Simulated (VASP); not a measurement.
# MgH2 in VASP: further runs

The runs below take MgH2 through single point, relaxation of shape and atoms at fixed volume, with PBE.

Everything below comes from runs of VASP 6.6.1. Logs are shortened: lines on timing, memory, paths and dates and some standing lists are left out, and cuts for length are marked.

## 1. The cell of the first run

The typed cell holds 12 atoms: a = 5.387 Å, b = 5.385 Å, c = 5.434 Å, α = 90.02°, β = 119.54°, γ = 90.19°.

## 2. Single point, PBE

INCAR

```
PREC     = Accurate       # precision mode
ENCUT    = 520            # plane-wave cutoff, eV
EDIFF    = 1E-7           # SCF threshold, eV
ISMEAR   = 0              # smearing method
SIGMA    = 0.1            # smearing width, eV
LREAL    = False          # projectors in reciprocal space
LASPH    = True           # aspherical terms in the spheres
NELM     = 60             # most SCF steps
ALGO     = Normal         # electronic algorithm
ISIF     = 2              # what is computed and relaxed
LWAVE    = False          # write WAVECAR
LCHARG   = False          # write CHGCAR
GGA      = PE             # functional
NBANDS   = 20             # bands
```

KPOINTS

```
regular mesh
0
Gamma
  4 4 4
```

POSCAR

```
MgH2
1.0
   -3.8156252551      3.8032970533     -0.0084041174
    3.8137442903      3.8014779819      0.0059856976
    1.8989524721     -1.9001603093     -4.7239628818
Mg H
4 8
Direct
    0.4996340322      0.4993681752     -0.0000243571
    0.0016784671     -0.0006567456      0.0008381474
    0.9987196349      0.2507897726      0.4990050164
    0.5001374890      0.7508359257      0.5003579455
    0.2124569002      1.0031376375      0.4205156826
    0.7071849689      0.4977384981      0.4200071968
    0.7886162975      0.2486495271      0.0786958407
    0.2909608575      0.7500615463      0.0804855643
    0.2099998167      0.2497085488      0.9193575837
    0.7112467394      0.7492951949      0.9212190251
    0.7923553541      0.9978956155      0.5802702455
    0.2870094424      0.5031763038      0.5792721089
```

Potentials or basis: VASP PAW PBE potentials, release 64 (Mg, H).

The run is started by

```
$ cat potpaw_PBE.64/Mg/POTCAR potpaw_PBE.64/H/POTCAR > POTCAR
$ mpirun -np 1 vasp_std > vasp.out
```

OUTCAR:

```text
PREC = Accurate
   ENCUT = 520
   EDIFF = 1E-7
   ISMEAR = 0
   LREAL = False
   LASPH = True
   NELM = 60
   ISIF = 2
   GGA = PE

 ion  position               nearest neighbor table
   1  0.500  0.499  1.000-   9 1.94  10 1.94   8 1.94   7 1.95   6 1.99  12 1.99   3 3.04   4 3.04
                             3 3.04   4 3.04
   2  0.002  0.999  0.001-   9 1.94   8 1.94  10 1.94   7 1.95   5 1.98  11 1.99   3 3.03   4 3.03
                             4 3.04   3 3.04
   3  0.999  0.251  0.499-  11 1.94  12 1.94   6 1.94   5 1.94   7 1.99   9 1.99   2 3.03   1 3.04
                             1 3.04   2 3.04
   4  0.500  0.751  0.500-  11 1.94  12 1.94   6 1.94   5 1.95   8 1.99  10 1.99   2 3.03   1 3.04
                             2 3.04   1 3.04
   5  0.212  0.003  0.421-   3 1.94   4 1.95   2 1.98
   6  0.707  0.498  0.420-   3 1.94   4 1.94   1 1.99
   7  0.789  0.249  0.079-   1 1.95   2 1.95   3 1.99
   8  0.291  0.750  0.080-   2 1.94   1 1.94   4 1.99
   9  0.210  0.250  0.919-   1 1.94   2 1.94   3 1.99
  10  0.711  0.749  0.921-   1 1.94   2 1.94   4 1.99
  11  0.792  0.998  0.580-   4 1.94   3 1.94   2 1.99
  12  0.287  0.503  0.579-   4 1.94   3 1.94   1 1.99

  LATTYP: Found a triclinic cell.
 ALAT       =    15.2315672680
 B/A-ratio  =     0.4992772916
 C/A-ratio  =     1.1765790374
 COS(alpha) =     0.0000799801
 COS(beta)  =     0.4819878734
 COS(gamma) =     0.8737214071

  Lattice vectors:

 A1 = (  -5.7164586920,  13.3082323978,   4.7131403446)
 A2 = (  -0.0018809648,   7.6047750352,  -0.0024184198)
 A3 = ( -15.2410187799,   0.0006617081,   9.4275502510)

Analysis of symmetry for initial positions (statically):
=====================================================================
 Subroutine PRICEL returns:
 Original cell was already a primitive cell.

 Routine SETGRP: Setting up the symmetry group for a
 triclinic supercell.

 Subroutine GETGRP returns: Found  1 space group operations
 (whereof  1 operations were pure point group operations)
 out of a pool of  2 trial point group operations.

The static configuration has the point symmetry C_1 .

Analysis of symmetry for dynamics (positions and initial velocities):
=====================================================================
 Subroutine PRICEL returns:
 Original cell was already a primitive cell.

 Routine SETGRP: Setting up the symmetry group for a
 triclinic supercell.

 Subroutine GETGRP returns: Found  1 space group operations
 (whereof  1 operations were pure point group operations)
 out of a pool of  2 trial point group operations.

The dynamic configuration has the point symmetry C_1 .

 Subroutine INISYM returns: Found  1 space group operations
 (whereof  1 operations are pure point group operations),
 and found     1 'primitive' translations

----------------------------------------------------------------------------------------

                                     Primitive cell

  volume of cell :     137.1627

  direct lattice vectors                    reciprocal lattice vectors
    -3.815625255  3.803297053 -0.008404117    -0.130842178  0.131430428 -0.105462717
     3.813744290  3.801477982  0.005985698     0.131104175  0.131528691 -0.000204278
     1.898952472 -1.900160309 -4.723962882     0.000398895 -0.000067161 -0.211499312

  length of vectors
     5.387405237  5.384785621  5.434377149     0.213344833  0.185709836  0.211499699

  position of ions in fractional coordinates (direct lattice)
     0.499634032  0.499368175  0.999975643
     0.001678467  0.999343254  0.000838147
     0.998719635  0.250789773  0.499005016
     0.500137489  0.750835926  0.500357945
     0.212456900  0.003137638  0.420515683
     0.707184969  0.497738498  0.420007197
     0.788616297  0.248649527  0.078695841
     0.290960857  0.750061546  0.080485564
     0.209999817  0.249708549  0.919357584
     0.711246739  0.749295195  0.921219025
     0.792355354  0.997895615  0.580270246
     0.287009442  0.503176304  0.579272109

  ion indices of the primitive-cell ions
   primitive index   ion index
                 1           1
                 2           2
                 3           3
                 4           4
                 5           5
                 6           6
                 7           7
                 8           8
                 9           9
                10          10
                11          11
                12          12

----------------------------------------------------------------------------------------

 KPOINTS: regular mesh

Automatic generation of k-mesh.
 Grid dimensions read from file:
 generate k-points for:    4    4    4

 Generating k-lattice:

  Cartesian coordinates                     Fractional coordinates (reciprocal lattice)
    -0.032710545  0.032857607 -0.026365679     0.250000000  0.000000000  0.000000000
     0.032776044  0.032882173 -0.000051070     0.000000000  0.250000000  0.000000000
     0.000099724 -0.000016790 -0.052874828     0.000000000 -0.000000000  0.250000000

  Length of vectors
     0.053336208  0.046427459  0.052874925

  Shift w.r.t. Gamma in fractional coordinates (k-lattice)
     0.000000000  0.000000000  0.000000000

 Subroutine IBZKPT returns following result:
 ===========================================

 Found     36 irreducible k-points:

 Following reciprocal coordinates:
            Coordinates               Weight
  0.000000  0.000000  0.000000      1.000000
  0.250000 -0.000000  0.000000      2.000000
  0.500000 -0.000000  0.000000      1.000000
 -0.000000  0.250000 -0.000000      2.000000
  0.250000  0.250000  0.000000      2.000000
  0.500000  0.250000  0.000000      2.000000
[... 16 lines left out ...]
  0.000000 -0.250000  0.250000      2.000000
  0.250000 -0.250000  0.250000      2.000000
 [... further k-points ...]
   k-points           NKPTS =     36   k-points in BZ     NKDIM =     36   number of bands    NBANDS=     20
   number of dos      NEDOS =    301   number of ions     NIONS =     12
   total plane-waves  NPLWV =  64000
   dimension x,y,z NGX =    40 NGY =   40 NGZ =   40
   dimension x,y,z NGXF=    80 NGYF=   80 NGZF=   80
   ions per type =               4   8
   NGX,Y,Z   is equivalent  to a cutoff of  12.34, 12.35, 12.24 a.u.
   NGXF,Y,Z  is equivalent  to a cutoff of  24.69, 24.70, 24.47 a.u.
 SYSTEM =  unknown system
   PREC   = accura    normal or accurate (medium, high low for compatibility)
   ISTART =      0    job   : 0-new  1-cont  2-samecut
   ICHARG =      2    charge: 1-file 2-atom 10-const
   ISPIN  =      1    spin polarized calculation?
   LNONCOLLINEAR =      F non collinear calculations
   LSORBIT =      F    spin-orbit coupling
   LASPH  =      T    aspherical Exc in radial PAW
   ENCUT  =  520.0 eV  38.22 Ry    6.18 a.u.  10.02 10.01 10.10*2*pi/ulx,y,z
   NELM   =     60;   NELMIN=  2; NELMDL= -5     # of ELM steps
   EDIFF  = 0.1E-06   stopping-criterion for ELM
   LREAL  =      F    real-space projection
   EDIFFG = 0.1E-05   stopping-criterion for IOM
   NSW    =      0    number of steps for IOM
   IBRION =     -1    ionic relax: 0-MD 1-quasi-New 2-CG
   NFREE  =      0    steps in history (QN), initial steepest desc. (CG)
   ISIF   =      2    stress and relaxation
   ISYM   =      2    0-nonsym 1-usesym 2-fastsym
   POTIM  = 0.5000    time-step for ionic-motion
   TEBEG  =    0.0;   TEEND  =   0.0 temperature during run
   PSTRESS=    0.0 pullay stress
   NELECT =      16.0000    total number of electrons
   NUPDOWN=      -1.0000    fix difference up-down
   EMIN   =  10.00;   EMAX   =-10.00  energy-range for DOS
   EFERMI =   0.00;   METHOD = LEGACY
   ISMEAR =     0;   SIGMA  =   0.10  broadening in eV -4-tet -1-fermi 0-gaus
   EFERMI_NEDOS =   21; number of points for ismear=-14 and -15
   IALGO  =     38    algorithm
   IMIX   =      4    mixing-type and parameters
     AMIX     =   0.40;   BMIX     =  1.00
     AMIX_MAG =   1.60;   BMIX_MAG =  1.00
  volume/ion in A,a.u.               =      11.43        77.13
  Fermi-wavevector in a.u.,A,eV,Ry     =   0.799901  1.511593  8.705570  0.639841
  Thomas-Fermi vector in A             =   1.907093
   LORBIT       =      0    0 simple, 1 ext, 2 COOP (PROOUT), +10 PAW based schemes
   GGA     = PE    functional components
   LHFCALC =     F    Hartree Fock is set to
   AEXX    =    0.0000 exact exchange contribution
   IVDW    =     0    specifies the selected vdW correction
   LEPSILON=     F    determine dielectric tensor
   LRPA    =     F    only Hartree local field effects (RPA)
 non-spin polarized calculation
 Gauss-broadening in eV      SIGMA  =   0.10
  energy-cutoff  :      520.00
  volume of cell :      137.16
 maximum number of plane-waves:      3718
   NGX = 21   NGY = 21   NGZ = 21

 number of electron      15.9999998 magnetization

 Free energy of the ion-electron system (eV)
  ---------------------------------------------------
  ext. energy  EPLUGINS =         0.00000000
  ---------------------------------------------------
  free energy    TOTEN  =       -34.93946575 eV

  energy without entropy =      -34.93946575  energy(sigma->0) =      -34.93946575

 E-fermi :  -0.0789     XC(G=0):  -7.8616

 val. band max:       -0.4952767814   @ k =   0.0000   0.0000   0.0000
 cond. band min:       3.0116429473   @ k =  -0.0000   0.2500  -0.0000
 fundamental gap:      3.5069197287
 Fermi energy:        -0.0788592624

 k-point     1 :       0.0000    0.0000    0.0000
  band No.  band energies     occupation
      1      -7.1652      2.00000
      2      -3.3790      2.00000
      3      -3.3632      2.00000
      4      -2.9409      2.00000
      5      -2.9169      2.00000
      6      -2.4886      2.00000
[... 12 lines left out ...]
     19       6.7427      0.00000
     20       7.7948      0.00000

 k-point     2 :       0.2500   -0.0000    0.0000
  band No.  band energies     occupation
      1      -6.8016      2.00000
      2      -4.2817      2.00000
      3      -3.5270      2.00000
      4      -3.1312      2.00000
      5      -2.6981      2.00000
      6      -2.5454      2.00000
[... 12 lines left out ...]
     19       7.9706      0.00000
     20       9.3421      0.00000

 k-point     3 :       0.5000   -0.0000    0.0000
  band No.  band energies     occupation
      1      -5.7631      2.00000
      2      -5.7559      2.00000
      3      -3.5324      2.00000
      4      -3.5276      2.00000
      5      -1.9634      2.00000
      6      -1.9428      2.00000
[... 12 lines left out ...]
     19       9.0555      0.00000
     20       9.0607      0.00000

 k-point     4 :      -0.0000    0.2500   -0.0000
  band No.  band energies     occupation
      1      -6.8904      2.00000
      2      -4.8423      2.00000
      3      -2.9607      2.00000
      4      -2.5668      2.00000
      5      -2.5581      2.00000
      6      -2.1831      2.00000
[... 429 lines left out ...]
 k-point    23 :       0.0000   -0.2500    0.2500
  band No.  band energies     occupation
      1      -6.5339      2.00000
      2      -4.5723      2.00000
      3      -3.9566      2.00000
      4      -3.2391      2.00000
      5      -2.6469      2.00000
      6      -2.3877      2.00000
[... 12 lines left out ...]
     19       9.3565      0.00000
     20       9.4562      0.00000

 k-point    24 :       0.2500   -0.2500    0.2500
  band No.  band energies     occupation
      1      -5.8590      2.00000
      2      -4.7243      2.00000
      3      -4.5678      2.00000
      4      -3.6030      2.00000
      5      -2.9888      2.00000
      6      -2.2286      2.00000
[... 12 lines left out ...]
     19       9.3345      0.00000
     20       9.6431      0.00000

 [... further k-points ...]

------------------------ aborting loop because EDIFF is reached ----------------------------------------

  FORCE on cell =-STRESS in cart. coord.  units (eV):
  Direction    XX          YY          ZZ          XY          YZ          ZX
  --------------------------------------------------------------------------------------
  -------------------------------------------------------------------------------------
  Total       -0.2518628     -0.0810368     -0.1979044      0.0075105     -0.0007969     -0.0398626
  in kB       -2.9419728     -0.9465794     -2.3116922      0.0877292     -0.0093090     -0.4656291
  external PRESSURE =      -2.0667481 kB  Pullay stress =       0.0000000 kB

 VOLUME and BASIS-vectors are now :
 -----------------------------------------------------------------------------
  energy-cutoff  :      520.00
  volume of cell :      137.16
      direct lattice vectors                 reciprocal lattice vectors
    -3.815625255  3.803297053 -0.008404117    -0.130842178  0.131430428 -0.105462717
     3.813744290  3.801477982  0.005985698     0.131104175  0.131528691 -0.000204278
     1.898952472 -1.900160309 -4.723962882     0.000398895 -0.000067161 -0.211499312

 POSITION                                       TOTAL-FORCE (eV/Angst)
 -----------------------------------------------------------------------------------
      1.89695      1.89848     -4.72506        -0.002993      0.004572     -0.001219
      3.80643      3.80377      0.00201         0.004987     -0.001580      0.006968
     -1.90670      3.80361     -2.36417        -0.005845      0.000919     -0.002586
      1.90531      3.80570     -2.36338         0.001765     -0.004028      0.001932
     -0.00015      0.02092     -1.98827        -0.002460     -0.005512     -0.004164
     -0.00253      3.78370     -1.98706         0.000391      0.008077     -0.004590
     -1.91134      3.79504     -0.37690        -0.000109      0.007454     -0.000330
      1.90318      3.80502     -0.37817         0.000382     -0.001182      0.002567
      1.89686      0.00103     -4.34328         0.004699     -0.002052     -0.002279
      1.89312      3.80305     -4.35330        -0.001997     -0.002237      0.000781
      1.88429      5.70443     -2.74186         0.006225     -0.000329      0.004021
      1.92388      1.90369     -2.73586        -0.005044     -0.004102     -0.001100
 -----------------------------------------------------------------------------------
    total drift:                               -0.000021     -0.000044      0.000002

  FREE ENERGIE OF THE ION-ELECTRON SYSTEM (eV)
  ---------------------------------------------------
  free  energy   TOTEN  =       -34.9394657460 eV

  energy  without entropy=      -34.9394657459  energy(sigma->0) =      -34.93946575
```

Run time: 75 s. Hardware: 1 thread of Intel Xeon Platinum 8488C (Sapphire Rapids), shared host; peak memory 0.28 GiB.

What came out:

```
Free energy            : -34.9395 eV
Pressure               : -0.2 GPa
Largest force          : 0.009 eV/Å
Band gap on the k mesh : 3.51 eV
```

Forces on the atoms (eV/Å):
```
Mg  -0.003  0.005 -0.001
Mg   0.005 -0.002  0.007
Mg  -0.006  0.001 -0.003
Mg   0.002 -0.004  0.002
H   -0.002 -0.006 -0.004
H    0.000  0.008 -0.005
H    0.000  0.007  0.000
H    0.000 -0.001  0.003
H    0.005 -0.002 -0.002
H   -0.002 -0.002  0.001
H    0.006  0.000  0.004
H   -0.005 -0.004 -0.001
```

Levels at points of the mesh, in eV from the valence-band top:
| k point | band 5 | band 6 | band 7 | band 8 | band 9 | band 10 | band 11 | band 12 |
| --- | --- | --- | --- | --- | --- | --- | --- | --- |
| (0.00, 0.00, 0.00) | -2.42 | -1.99 | -1.76 | 0.00 | 3.54 | 3.57 | 4.78 | 5.92 |
| (0.50, 0.00, 0.00) | -1.47 | -1.45 | -1.44 | -1.44 | 4.57 | 4.58 | 5.21 | 5.25 |
| (0.00, 0.50, 0.00) | -1.38 | -1.38 | -1.35 | -1.35 | 3.91 | 3.91 | 4.46 | 4.46 |
| (0.50, 0.50, 0.00) | -2.45 | -2.44 | -0.88 | -0.88 | 4.13 | 4.14 | 6.74 | 6.76 |
| (0.00, 0.00, 0.50) | -2.44 | -2.42 | -0.29 | -0.28 | 3.55 | 3.57 | 5.31 | 5.37 |
| (0.50, 0.00, 0.50) | -1.46 | -1.45 | -1.45 | -1.43 | 4.55 | 4.58 | 5.17 | 5.23 |
| (0.00, 0.50, 0.50) | -1.55 | -1.55 | -1.54 | -1.53 | 6.19 | 6.21 | 6.22 | 6.23 |
| (0.50, 0.50, 0.50) | -2.46 | -2.45 | -0.90 | -0.88 | 4.13 | 4.14 | 6.76 | 6.77 |

A k mesh can miss the band edges. Expect the measured gap to be larger: semilocal functionals such as PBE lack the derivative discontinuity.

## 3. Relaxation of shape and atoms at fixed volume, PBE (volume scaled by 0.88)

INCAR

```
SYSTEM = MgH2
PREC = Accurate
ENCUT = 600
EDIFF = 1E-6
ISMEAR = 0
SIGMA = 0.02
LREAL = .FALSE.
LASPH = .TRUE.
NELM = 80
ALGO = Normal
ISIF = 4
LWAVE = .FALSE.
LCHARG = .FALSE.
GGA = PE
IBRION = 2
NSW = 50
EDIFFG = -0.01
```

KPOINTS

```
Automatic mesh
0
G
  8 8 8
  0 0 0
```

POSCAR

```
MgH2
1.0
   -1.8325026352      1.8325026352      4.4965142967
    1.8325026352     -1.8325026352      4.4965142967
    1.8325026352      1.8325026352     -4.4965142967
Mg H
2 4
Direct
    0.0000000000      0.0000000000      0.0000000000
    0.7500000000      0.2500000000      0.5000000000
    0.7863046249      0.7863046249      0.0000000000
    0.9636953751      0.4636953751      0.5000000000
    0.5363046249      0.0363046249      0.5000000000
    0.2136953751      0.2136953751      0.0000000000
```

Potentials or basis: VASP PAW PBE potentials, release 64 (Mg, H).

The run is started by

```
$ cat potpaw_PBE.64/Mg/POTCAR potpaw_PBE.64/H/POTCAR > POTCAR
$ mpirun -np 1 vasp_std > vasp.out
```

Wall time 2.1 min (1 thread of Intel Xeon Platinum 8488C (Sapphire Rapids), shared host); peak memory 0.27 GiB.

The run converged. Its results:

| Quantity | Value |
| --- | --- |
| Free energy | -17.3201 eV |
| Energy gained by relaxing | 0.2 meV/atom |
| Ionic steps | 5 |
| Pressure after relaxing | 6.6 GPa |
| Largest force after relaxing | 0.003 eV/Å |
| Band gap on the k mesh | 3.67 eV, indirect (least direct gap 4.76 eV) |

Forces on the atoms (eV/Å):
```
Mg   0.000  0.000  0.000
Mg   0.000  0.000  0.000
H    0.000  0.000 -0.003
H    0.000  0.000  0.003
H    0.000  0.000 -0.003
H    0.000  0.000  0.003
```

The path:
| step | energy change (eV) | largest force (eV/Å) | pressure (GPa) | volume (Å³) |
| --- | --- | --- | --- | --- |
| 1 | 0.0000 | 0.0338 | 6.74 | 60.40 |
| 2 | -0.0002 | 0.0260 | 6.72 | 60.40 |
| 3 | -0.0005 | 0.0029 | 6.66 | 60.40 |
| 4 | -0.0007 | 0.0030 | 6.65 | 60.40 |
| 5 | -0.0009 | 0.0034 | 6.61 | 60.40 |

Final structure:
```yaml
crystal:
  lattice:
    - [-1.83700, 1.83700, 4.47450]
    - [1.83700, -1.83700, 4.47450]
    - [1.83700, 1.83700, -4.47450]
  atoms:
    - { symbol: Mg, position: [0.00000, 0.00000, 0.00000] }
    - { symbol: Mg, position: [0.75000, 0.25000, 0.50000] }
    - { symbol: H, position: [0.78486, 0.78486, 0.00000] }
    - { symbol: H, position: [0.96514, 0.46514, 0.50000] }
    - { symbol: H, position: [0.53486, 0.03486, 0.50000] }
    - { symbol: H, position: [0.21514, 0.21514, 0.00000] }
```

Levels at points of the mesh, in eV from the valence-band top:
| k point | band 1 | band 2 | band 3 | band 4 | band 5 | band 6 | band 7 | band 8 |
| --- | --- | --- | --- | --- | --- | --- | --- | --- |
| (0.00, 0.00, 0.00) | -7.18 | -1.85 | -1.83 | 0.00 | 4.76 | 7.01 | 7.01 | 7.51 |
| (0.50, 0.00, 0.00) | -4.99 | -3.88 | -2.49 | -0.98 | 4.52 | 7.30 | 7.69 | 8.60 |
| (0.50, 0.50, 0.00) | -3.02 | -3.02 | -2.54 | -2.54 | 3.67 | 3.67 | 6.49 | 6.49 |
| (0.50, 0.50, 0.50) | -5.58 | -5.58 | -0.31 | -0.31 | 5.62 | 5.62 | 9.33 | 9.33 |

Caveat: the cell differs from its parent crystal (volume scaled by 0.88).

[end of part 1 of 2]
